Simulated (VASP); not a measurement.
OsPd4: relaxation of cell and atoms with PBE

Crystal: OsPd4.

```
CELL_PARAMETERS angstrom
4.52128 0.00000 0.00000
-2.26064 3.91554 0.00000
0.00000 0.00000 5.22683
ATOMIC_POSITIONS crystal
Pd 0.33333 0.66667 0.00000
Pd 0.66667 0.33333 0.00000
Pd 0.33333 0.66667 0.50000
Pd 0.66667 0.33333 0.50000
Os 0.00000 0.00000 0.50000
```

The cell was generated, and may not be a known phase.

| Property | Result |
| --- | --- |
| Program | VASP 6.6.1 |
| Task | relaxation of cell and atoms |
| Functional | PBE |
| Potentials or basis | VASP PAW PBE potentials, release 64 (Pd, Os) |
| Cutoff | 600 eV |
| k mesh | 12 × 12 × 8 |
| Occupations | gaussian, width 0.1 eV |
| Spin | collinear spin |
| Starting moments | [0.17, 0.17, 0.22, 0.22, 1.73] μB |
| Dipole correction | no |
| Further INCAR settings | ALGO = Normal; EDIFF = 1e-07; IBRION = 2; EDIFFG = -0.01; NSW = 100; ISIF = 3 |

* Relaxed volume: 18.59 Å³/atom
* Relaxed cell: a = 4.533 Å, b = 4.533 Å, c = 5.224 Å, α = 90.00°, β = 90.00°, γ = 120.00°
* Space group after relaxing (to 0.1 Å): P6/mmm (No. 191)
* Energy gained by relaxing: 0.3 meV/atom
* Ionic steps: 5
* Pressure after relaxing: 0.0 GPa
* Net moment: 2.37 μB per cell
* Site moments: Pd +0.10, +0.14 (each value once); Os +1.80 μB
* Valence electrons inside the program's atomic spheres: Pd 9.26, 9.62 (each value once); Os 6.77

The path:
| step | energy change (eV) | largest force (eV/Å) | pressure (GPa) | volume (Å³) |
| --- | --- | --- | --- | --- |
| 1 | 0.0000 | 0.0000 | 0.76 | 92.53 |
| 2 | 0.0021 | 0.0000 | -1.19 | 93.72 |
| 3 | -0.0016 | 0.0000 | -0.03 | 93.00 |
| 4 | -0.0016 | 0.0000 | -0.04 | 93.01 |
| 5 | -0.0016 | 0.0000 | 0.00 | 92.97 |

Final structure:
```
Pd Os
1.0
     4.53290    0.00000    0.00000
    -2.26645    3.92561    0.00000
     0.00000    0.00000    5.22449
Pd Os
4 1
Direct
  0.33333 0.66667 0.00000
  0.66667 0.33333 0.00000
  0.33333 0.66667 0.50000
  0.66667 0.33333 0.50000
  0.00000 0.00000 0.50000
```

Levels at points of the mesh, in eV from the Fermi level:
Spin up:
| k point | band 23 | band 24 | band 25 | band 26 | band 27 | band 28 |
| --- | --- | --- | --- | --- | --- | --- |
| (0.00, 0.00, 0.00) | -0.78 | -0.29 | -0.29 | 0.13 | 0.61 | 3.91 |
| (0.50, 0.00, 0.00) | -0.32 | 0.17 | 0.29 | 0.61 | 1.11 | 1.64 |
| (0.00, 0.00, 0.50) | -1.24 | -1.06 | -1.06 | -0.41 | -0.41 | 7.67 |
| (0.50, 0.00, 0.50) | -0.70 | -0.50 | -0.16 | 0.51 | 0.81 | 1.12 |
Spin down:
```tsv
k point	band 19	band 20	band 21	band 22	band 23	band 24	band 25	band 26	band 27	band 28
(0.00, 0.00, 0.00)	-1.30	-1.30	-0.44	-0.44	0.26	0.56	0.56	0.56	0.73	4.25
(0.50, 0.00, 0.00)	-0.64	-0.41	-0.36	-0.23	0.39	0.49	0.86	1.13	1.58	1.70
(0.00, 0.00, 0.50)	-1.55	-1.43	-1.37	-1.37	-1.01	-1.01	0.38	0.62	0.62	7.90
(0.50, 0.00, 0.50)	-1.28	-0.78	-0.40	-0.10	-0.05	0.46	0.47	0.60	1.32	1.58
```

It took 8.8 min on 4 MPI ranks on Intel(R) Xeon(R) Platinum 8259CL CPU @ 2.50GHz (Skylake/Cascade Lake), with other jobs on the host, peak memory 0.61 GiB a rank.

Caveat: spin-orbit coupling is left out, which moves the levels of the heavy elements.
